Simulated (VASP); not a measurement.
# GaW (Fm-3m) in VASP: notebook

GaW is run at these levels: PBE; tasks: single point, relaxation of cell and atoms.

Program: VASP 6.6.1. These are calculated values, not measurements. Logs are shortened: lines on timing, memory, paths and dates and some standing lists are left out, and cuts for length are marked.

## 1. The cell of the first run

It takes space group Fm-3m (No. 225, cubic). Conventional cell: a = 5.132 Å, b = 5.132 Å, c = 5.132 Å, α = 90.00°, β = 90.00°, γ = 90.00°. Ga (site symmetry m-3m) has 6 W at 2.57 Å within 3.4 Å. W (site symmetry m-3m) has 6 Ga at 2.57 Å within 3.4 Å.

## 2. Single point, PBE

INCAR

```
  ALGO = Normal
  EDIFF = 1E-6
  ENCUT = 520
  GGA = PE
  ISIF = 2
  ISMEAR = 0
  LASPH = T
  LCHARG = F
  LREAL = F
  LWAVE = F
  NBANDS = 20
  NELM = 80
  PREC = Accurate
  SIGMA = 0.1
```

KPOINTS

```
k-points
0
Gamma
  6 6 6
```

POSCAR

```
GaW
1.0
    0.0000000000      2.5662414282      2.5662414282
    2.5662414282      0.0000000000      2.5662414282
    2.5662414282      2.5662414282      0.0000000000
Ga W
1 1
Direct
    0.5000000000      0.5000000000      0.5000000000
    0.0000000000      0.0000000000      0.0000000000
```

Potentials or basis: VASP PAW PBE potentials, release 64 (Ga_d, W_sv).

Started as:

```console
$ cat potpaw_PBE.64/Ga_d/POTCAR potpaw_PBE.64/W_sv/POTCAR > POTCAR
$ mpirun -np 1 vasp_std > vasp.out
```

OUTCAR:

```text
EDIFF = 1E-6
   ENCUT = 520
   GGA = PE
   ISIF = 2
   ISMEAR = 0
   LASPH = T
   LREAL = F
   NELM = 80
   PREC = Accurate

 ion  position               nearest neighbor table
   1  0.500  0.500  0.500-   2 2.57   2 2.57   2 2.57   2 2.57   2 2.57   2 2.57
   2  0.000  0.000  0.000-   1 2.57   1 2.57   1 2.57   1 2.57   1 2.57   1 2.57

  LATTYP: Found a face centered cubic cell.
 ALAT       =     5.1324828564

  Lattice vectors:

 A1 = (   0.0000000000,   2.5662414282,   2.5662414282)
 A2 = (   2.5662414282,   0.0000000000,   2.5662414282)
 A3 = (   2.5662414282,   2.5662414282,   0.0000000000)

Analysis of symmetry for initial positions (statically):
=====================================================================
 Subroutine PRICEL returns:
 Original cell was already a primitive cell.

 Routine SETGRP: Setting up the symmetry group for a
 face centered cubic supercell.

 Subroutine GETGRP returns: Found 48 space group operations
 (whereof 48 operations were pure point group operations)
 out of a pool of 48 trial point group operations.

The static configuration has the point symmetry O_h .

Analysis of symmetry for dynamics (positions and initial velocities):
=====================================================================
 Subroutine PRICEL returns:
 Original cell was already a primitive cell.

 Routine SETGRP: Setting up the symmetry group for a
 face centered cubic supercell.

 Subroutine GETGRP returns: Found 48 space group operations
 (whereof 48 operations were pure point group operations)
 out of a pool of 48 trial point group operations.

The dynamic configuration has the point symmetry O_h .

 Subroutine INISYM returns: Found 48 space group operations
 (whereof 48 operations are pure point group operations),
 and found     1 'primitive' translations

----------------------------------------------------------------------------------------

                                     Primitive cell

  volume of cell :      33.8005

  direct lattice vectors                    reciprocal lattice vectors
     0.000000000  2.566241428  2.566241428    -0.194837475  0.194837475  0.194837475
     2.566241428  0.000000000  2.566241428     0.194837475 -0.194837475  0.194837475
     2.566241428  2.566241428  0.000000000     0.194837475  0.194837475 -0.194837475

  length of vectors
     3.629213432  3.629213432  3.629213432     0.337468406  0.337468406  0.337468406

  position of ions in fractional coordinates (direct lattice)
     0.500000000  0.500000000  0.500000000
     0.000000000  0.000000000  0.000000000

  ion indices of the primitive-cell ions
   primitive index   ion index
                 1           1
                 2           2

----------------------------------------------------------------------------------------

 KPOINTS: k-points

Automatic generation of k-mesh.
 Grid dimensions read from file:
 generate k-points for:    6    6    6

 Generating k-lattice:

  Cartesian coordinates                     Fractional coordinates (reciprocal lattice)
    -0.032472912  0.032472912  0.032472912     0.166666667  0.000000000  0.000000000
     0.032472912 -0.032472912  0.032472912     0.000000000  0.166666667  0.000000000
     0.032472912  0.032472912 -0.032472912     0.000000000  0.000000000  0.166666667

  Length of vectors
     0.056244734  0.056244734  0.056244734

  Shift w.r.t. Gamma in fractional coordinates (k-lattice)
     0.000000000  0.000000000  0.000000000

 Subroutine IBZKPT returns following result:
 ===========================================

 Found     16 irreducible k-points:

 Following reciprocal coordinates:
            Coordinates               Weight
  0.000000  0.000000  0.000000      1.000000
  0.166667  0.000000  0.000000      8.000000
  0.333333  0.000000  0.000000      8.000000
  0.500000  0.000000  0.000000      4.000000
  0.166667  0.166667  0.000000      6.000000
  0.333333  0.166667  0.000000     24.000000
[... 8 lines left out ...]
 -0.333333  0.333333  0.166667     24.000000
 -0.333333  0.500000  0.166667     12.000000
   k-points           NKPTS =     16   k-points in BZ     NKDIM =     16   number of bands    NBANDS=     20
   number of dos      NEDOS =    301   number of ions     NIONS =      2
   total plane-waves  NPLWV =  21952
   dimension x,y,z NGX =    28 NGY =   28 NGZ =   28
   dimension x,y,z NGXF=    56 NGYF=   56 NGZF=   56
   ions per type =               1   1
   NGX,Y,Z   is equivalent  to a cutoff of  12.83, 12.83, 12.83 a.u.
   NGXF,Y,Z  is equivalent  to a cutoff of  25.65, 25.65, 25.65 a.u.
 SYSTEM =  unknown system
   PREC   = accura    normal or accurate (medium, high low for compatibility)
   ISTART =      0    job   : 0-new  1-cont  2-samecut
   ICHARG =      2    charge: 1-file 2-atom 10-const
   ISPIN  =      1    spin polarized calculation?
   LNONCOLLINEAR =      F non collinear calculations
   LSORBIT =      F    spin-orbit coupling
   LASPH  =      T    aspherical Exc in radial PAW
   ENCUT  =  520.0 eV  38.22 Ry    6.18 a.u.   6.75  6.75  6.75*2*pi/ulx,y,z
   NELM   =     80;   NELMIN=  2; NELMDL= -5     # of ELM steps
   EDIFF  = 0.1E-05   stopping-criterion for ELM
   LREAL  =      F    real-space projection
   EDIFFG = 0.1E-04   stopping-criterion for IOM
   NSW    =      0    number of steps for IOM
   IBRION =     -1    ionic relax: 0-MD 1-quasi-New 2-CG
   NFREE  =      0    steps in history (QN), initial steepest desc. (CG)
   ISIF   =      2    stress and relaxation
   ISYM   =      2    0-nonsym 1-usesym 2-fastsym
   POTIM  = 0.5000    time-step for ionic-motion
   TEBEG  =    0.0;   TEEND  =   0.0 temperature during run
   PSTRESS=    0.0 pullay stress
   NELECT =      27.0000    total number of electrons
   NUPDOWN=      -1.0000    fix difference up-down
   EMIN   =  10.00;   EMAX   =-10.00  energy-range for DOS
   EFERMI =   0.00;   METHOD = LEGACY
   ISMEAR =     0;   SIGMA  =   0.10  broadening in eV -4-tet -1-fermi 0-gaus
   EFERMI_NEDOS =   21; number of points for ismear=-14 and -15
   IALGO  =     38    algorithm
   IMIX   =      4    mixing-type and parameters
     AMIX     =   0.40;   BMIX     =  1.00
     AMIX_MAG =   1.60;   BMIX_MAG =  1.00
  volume/ion in A,a.u.               =      16.90       114.05
  Fermi-wavevector in a.u.,A,eV,Ry     =   1.518991  2.870477 31.393186  2.307334
  Thomas-Fermi vector in A             =   2.628037
   LORBIT       =      0    0 simple, 1 ext, 2 COOP (PROOUT), +10 PAW based schemes
   GGA     = PE    functional components
   LHFCALC =     F    Hartree Fock is set to
   AEXX    =    0.0000 exact exchange contribution
   IVDW    =     0    specifies the selected vdW correction
   LEPSILON=     F    determine dielectric tensor
   LRPA    =     F    only Hartree local field effects (RPA)
 non-spin polarized calculation
 Gauss-broadening in eV      SIGMA  =   0.10
  energy-cutoff  :      520.00
  volume of cell :       33.80
 maximum number of plane-waves:       941
   NGX = 13   NGY = 13   NGZ = 13

 number of electron      27.0000002 magnetization

 Free energy of the ion-electron system (eV)
  ---------------------------------------------------
  ext. energy  EPLUGINS =         0.00000000
  ---------------------------------------------------
  free energy    TOTEN  =       -13.98716084 eV

  energy without entropy =      -13.97127544  energy(sigma->0) =      -13.97921814

 E-fermi :   8.5562     XC(G=0): -12.3803

 val. band max:        8.4509253509   @ k =   0.5000   0.3333   0.1667
 cond. band min:       8.5864600062   @ k =  -0.3333   0.1667   0.0000
 fundamental gap:      0.1355346554
 Fermi energy:         8.5561976092

 k-point     1 :       0.0000    0.0000    0.0000
  band No.  band energies     occupation
      1     -65.9980      2.00000
      2     -30.1740      2.00000
      3     -30.1740      2.00000
      4     -30.1740      2.00000
      5      -6.4128      2.00000
      6      -6.4128      2.00000
[... 12 lines left out ...]
     19      16.9385      0.00000
     20      19.3045      0.00000

 k-point     2 :       0.1667    0.0000    0.0000
  band No.  band energies     occupation
      1     -65.9971      2.00000
      2     -30.1998      2.00000
      3     -30.1782      2.00000
      4     -30.1782      2.00000
      5      -6.3830      2.00000
      6      -6.3830      2.00000
[... 12 lines left out ...]
     19      17.5814      0.00000
     20      20.2525      0.00000

 k-point     3 :       0.3333    0.0000    0.0000
  band No.  band energies     occupation
      1     -65.9954      2.00000
      2     -30.2509      2.00000
      3     -30.1865      2.00000
      4     -30.1865      2.00000
      5      -6.3243      2.00000
      6      -6.3243      2.00000
[... 12 lines left out ...]
     19      16.9648      0.00000
     20      19.4128      0.00000

 k-point     4 :       0.5000    0.0000    0.0000
  band No.  band energies     occupation
      1     -65.9945      2.00000
      2     -30.2762      2.00000
      3     -30.1906      2.00000
      4     -30.1906      2.00000
      5      -6.2963      2.00000
      6      -6.2963      2.00000
[... 12 lines left out ...]
     19      17.0613      0.00000
     20      19.4891      0.00000

 k-point     5 :       0.1667    0.1667    0.0000
  band No.  band energies     occupation
      1     -65.9968      2.00000
      2     -30.1996      2.00000
      3     -30.1835      2.00000
      4     -30.1835      2.00000
      5      -6.4009      2.00000
      6      -6.3628      2.00000
[... 12 lines left out ...]
     19      18.1214      0.00000
     20      19.7581      0.00000

 k-point     6 :       0.3333    0.1667    0.0000
  band No.  band energies     occupation
      1     -65.9953      2.00000
      2     -30.2363      2.00000
      3     -30.1928      2.00000
      4     -30.1924      2.00000
      5      -6.3655      2.00000
      6      -6.3309      2.00000
[... 12 lines left out ...]
     19      17.2659      0.00000
     20      18.7095      0.00000

 k-point     7 :       0.5000    0.1667    0.0000
  band No.  band energies     occupation
      1     -65.9942      2.00000
      2     -30.2653      2.00000
      3     -30.2043      2.00000
      4     -30.1959      2.00000
      5      -6.3201      2.00000
      6      -6.3116      2.00000
[... 12 lines left out ...]
     19      16.4101      0.00000
     20      20.4504      0.00000

 k-point     8 :      -0.3333    0.1667    0.0000
  band No.  band energies     occupation
      1     -65.9945      2.00000
      2     -30.2577      2.00000
      3     -30.2069      2.00000
      4     -30.1906      2.00000
      5      -6.3435      2.00000
      6      -6.2916      2.00000
[... 12 lines left out ...]
     19      17.2163      0.00000
     20      19.6911      0.00000

 k-point     9 :      -0.1667    0.1667    0.0000
  band No.  band energies     occupation
      1     -65.9959      2.00000
      2     -30.2248      2.00000
      3     -30.1940      2.00000
      4     -30.1817      2.00000
      5      -6.3753      2.00000
      6      -6.3273      2.00000
[... 12 lines left out ...]
     19      17.6906      0.00000
     20      18.2966      0.00000

 k-point    10 :       0.3333    0.3333    0.0000
  band No.  band energies     occupation
      1     -65.9944      2.00000
      2     -30.2455      2.00000
      3     -30.2024      2.00000
      4     -30.2024      2.00000
      5      -6.3772      2.00000
      6      -6.3557      2.00000
[... 12 lines left out ...]
     19      15.3135      0.00000
     20      20.1393      0.00000

 k-point    11 :       0.5000    0.3333    0.0000
  band No.  band energies     occupation
      1     -65.9936      2.00000
      2     -30.2571      2.00000
      3     -30.2180      2.00000
      4     -30.2065      2.00000
      5      -6.3695      2.00000
      6      -6.3470      2.00000
[... 12 lines left out ...]
     19      16.7582      0.00000
     20      20.3351      0.00000

 k-point    12 :      -0.3333    0.3333    0.0000
  band No.  band energies     occupation
      1     -65.9936      2.00000
      2     -30.2435      2.00000
      3     -30.2400      2.00000
      4     -30.2006      2.00000
      5      -6.3645      2.00000
      6      -6.3028      2.00000
[... 12 lines left out ...]
     19      17.1831      0.00000
     20      21.0202      0.00000

 k-point    13 :       0.5000    0.5000    0.0000
  band No.  band energies     occupation
      1     -65.9933      2.00000
      2     -30.2659      2.00000
      3     -30.2118      2.00000
      4     -30.2118      2.00000
      5      -6.3942      2.00000
      6      -6.3655      2.00000
[... 12 lines left out ...]
     19      16.0477      0.00000
     20      20.9273      0.00000

 k-point    14 :       0.5000    0.3333    0.1667
  band No.  band energies     occupation
      1     -65.9942      2.00000
      2     -30.2495      2.00000
      3     -30.2150      2.00000
      4     -30.1988      2.00000
      5      -6.3636      2.00000
      6      -6.3142      2.00000
[... 12 lines left out ...]
     19      18.0938      0.00000
     20      19.6419      0.00000

 k-point    15 :      -0.3333    0.3333    0.1667
  band No.  band energies     occupation
      1     -65.9936      2.00000
      2     -30.2524      2.00000
      3     -30.2269      2.00000
      4     -30.2049      2.00000
      5      -6.3636      2.00000
      6      -6.3040      2.00000
[... 12 lines left out ...]
     19      18.1779      0.00000
     20      20.7107      0.00000

 k-point    16 :      -0.3333    0.5000    0.1667
  band No.  band energies     occupation
      1     -65.9933      2.00000
      2     -30.2524      2.00000
      3     -30.2254      2.00000
      4     -30.2142      2.00000
      5      -6.3867      2.00000
      6      -6.3234      2.00000
[... 12 lines left out ...]
     19      18.4026      0.00000
     20      20.4666      0.00000

------------------------ aborting loop because EDIFF is reached ----------------------------------------

  FORCE on cell =-STRESS in cart. coord.  units (eV):
  Direction    XX          YY          ZZ          XY          YZ          ZX
  --------------------------------------------------------------------------------------
  -------------------------------------------------------------------------------------
  Total        0.0476754      0.0476754      0.0476754      0.0000000     -0.0000000      0.0000000
  in kB        2.2598635      2.2598635      2.2598635      0.0000000     -0.0000000      0.0000000
  external PRESSURE =       2.2598635 kB  Pullay stress =       0.0000000 kB

 VOLUME and BASIS-vectors are now :
 -----------------------------------------------------------------------------
  energy-cutoff  :      520.00
  volume of cell :       33.80
      direct lattice vectors                 reciprocal lattice vectors
     0.000000000  2.566241428  2.566241428    -0.194837475  0.194837475  0.194837475
     2.566241428  0.000000000  2.566241428     0.194837475 -0.194837475  0.194837475
     2.566241428  2.566241428  0.000000000     0.194837475  0.194837475 -0.194837475

 POSITION                                       TOTAL-FORCE (eV/Angst)
 -----------------------------------------------------------------------------------
      2.56624      2.56624      2.56624         0.000000     -0.000000      0.000000
      0.00000      0.00000      0.00000        -0.000000      0.000000     -0.000000
 -----------------------------------------------------------------------------------
    total drift:                                0.000000      0.000000      0.000000

  FREE ENERGIE OF THE ION-ELECTRON SYSTEM (eV)
  ---------------------------------------------------
  free  energy   TOTEN  =       -13.9871608419 eV

  energy  without entropy=      -13.9712754376  energy(sigma->0) =      -13.97921814
```

Wall time 12 s (1 thread of AMD EPYC 7R13 (Zen 3), shared host); peak memory 0.13 GiB.

What came out:

- Free energy: -13.9872 eV
- Pressure: 0.2 GPa

Caveat: spin-orbit coupling is left out, which moves the levels of the heavy elements.

(Part 1 of 2 ends here.)
